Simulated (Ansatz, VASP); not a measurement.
## NaH: VASP beside Ansatz

File POSCAR:

```
NaH
1.0
    0.0000000000      2.3975116422      2.3975116422
    2.3975116422      0.0000000000      2.3975116422
    2.3975116422      2.3975116422      0.0000000000
Na H
1 1
Direct
    0.0000000000      0.0000000000      0.0000000000
    0.5000000000      0.5000000000      0.5000000000
```

Contents of INCAR.step1:

```
  ALGO = Normal
  EDIFF = 1E-5
  ENCUT = 520
  GGA = PE
  ISIF = 2
  ISMEAR = 0
  LASPH = True
  LREAL = False
  LWAVE = True
  NBANDS = 11
  NELM = 60
  PREC = Accurate
  SIGMA = 0.01
```

Contents of INCAR.step2:

```
  ALGO = Normal
  EDIFF = 1E-7
  ENCUT = 520
  GGA = PE
  HFSCREEN = 0.2079
  ISIF = 2
  ISMEAR = 0
  ISTART = 1
  LASPH = True
  LCHARG = True
  LELF = True
  LHFCALC = True
  LREAL = False
  LVHAR = True
  LWAVE = False
  NBANDS = 11
  NELM = 60
  PREC = Accurate
  PRECFOCK = Normal
  SIGMA = 0.01
```

The input KPOINTS:

```
k-points
0
Gamma
  4 4 4
```

Input for Ansatz:

```yaml
crystal:
  lattice:
    - [0.0, 2.3975116422, 2.3975116422]
    - [2.3975116422, 0.0, 2.3975116422]
    - [2.3975116422, 2.3975116422, 0.0]
  atoms:
    - { symbol: Na, position: [0.0, 0.0, 0.0] }
    - { symbol: H, position: [0.5, 0.5, 0.5] }
kpoints:
  mp_grid: { grid: [4, 4, 4] }
hamiltonian:
  xc: hse06
scf:
  occupations: { method: fixed }
  n_extra_bands: 4
output:
  forces: true
  stress: true
  eigenvalues: true
```

Alike in both runs: task single point; functional HSE06; k mesh 4 × 4 × 4; no spin polarisation.

```csv
,VASP,Ansatz
version,VASP 6.6.1,Ansatz 0.2.0
potentials or method,"VASP PAW PBE potentials, release 64 (Na_pv, H)","plane waves, PAW"
plane-wave cutoff (eV),520,420
occupations,"gaussian, width 0.01 eV",fixed
valence electrons in the cell,8,10
```

```csv
,VASP,Ansatz,Ansatz less VASP
gap on the k mesh at the Fermi level (eV),4.85,4.85,+0.003
pressure (GPa),0.2,0.2,-0.01
```

VASP's potentials hold 8 valence electrons a cell and Ansatz's 10, so a difference there can come from the potentials and not from the codes. Ansatz's warnings: stress exchange threshold loose, stress scf threshold loose.

The k mesh is coarse, so the values compare programs but aren't converged.
